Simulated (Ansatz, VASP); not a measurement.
**Cu: VASP beside Ansatz**

INCAR

```
SYSTEM = Cu
ALGO     = Normal         ! electronic algorithm
EDIFF    = 1E-7           ! SCF threshold, eV
ENCUT    = 520            ! plane-wave cutoff, eV
GGA      = PS             ! functional
ISIF     = 2              ! what is computed and relaxed
ISMEAR   = 0              ! smearing method
LASPH    = .True.         ! aspherical terms in the spheres
LCHARG   = .True.         ! write CHGCAR
LELF     = .True.         ! ELF
LREAL    = .False.        ! projectors in reciprocal space
LVHAR    = .True.       
LWAVE    = .False.        ! write WAVECAR
NBANDS   = 12             ! bands
NELM     = 60             ! most SCF steps
PREC     = Accurate       ! precision mode
SIGMA    = 0.15           ! smearing width, eV
```

KPOINTS

```
k-points
0
Gamma
  22 22 22
  0 0 0
```

Contents of POSCAR:

```
Cu
1.0
    0.0000000000      1.7171250000      1.7171250000
    1.7171250000      0.0000000000      1.7171250000
    1.7171250000      1.7171250000      0.0000000000
Cu
1
Direct
    0.0000000000      0.0000000000      0.0000000000
```

Input for Ansatz:

```yaml
crystal:
  lattice:
    - [0.0, 1.717125, 1.717125]
    - [1.717125, 0.0, 1.717125]
    - [1.717125, 1.717125, 0.0]
  atoms:
    - { symbol: Cu, position: [0.0, 0.0, 0.0] }
basis:
  ecutwfc: 420
kpoints:
  mp_grid: { grid: [22, 22, 22] }
hamiltonian:
  xc: pbesol
scf:
  occupations: { method: gaussian, width: 0.15 }
output:
  forces: true
  stress: true
  eigenvalues: true
```

Change from the starting cell: strain -0.050 along x and y, -0.050 along z, atoms carried along.

Alike in both runs: task single point; functional PBEsol; k mesh 22 × 22 × 22; occupations gaussian, width 0.15 eV; no spin polarisation.

```csv
,VASP,Ansatz
version,VASP 6.6.1,Ansatz 0.2.0
potentials or method,"VASP PAW PBE potentials, release 64 (Cu), cutoff 520 eV","scalar-relativistic, plane waves, PAW"
valence electrons in the cell,11,19
```

```csv
,VASP,Ansatz,Ansatz less VASP
gap on the k mesh at the Fermi level (eV),none,none,-
pressure (GPa),25.4,24.7,-0.70
```

VASP's potentials were made for PBE, not for PBEsol. A gap of «none» marks a metal or a gap that the smearing closes. The functional is the same, so the differences come from potentials, cutoffs and numerics. VASP's potentials hold 11 valence electrons a cell and Ansatz's 19, so a difference there can come from the potentials and not from the codes.
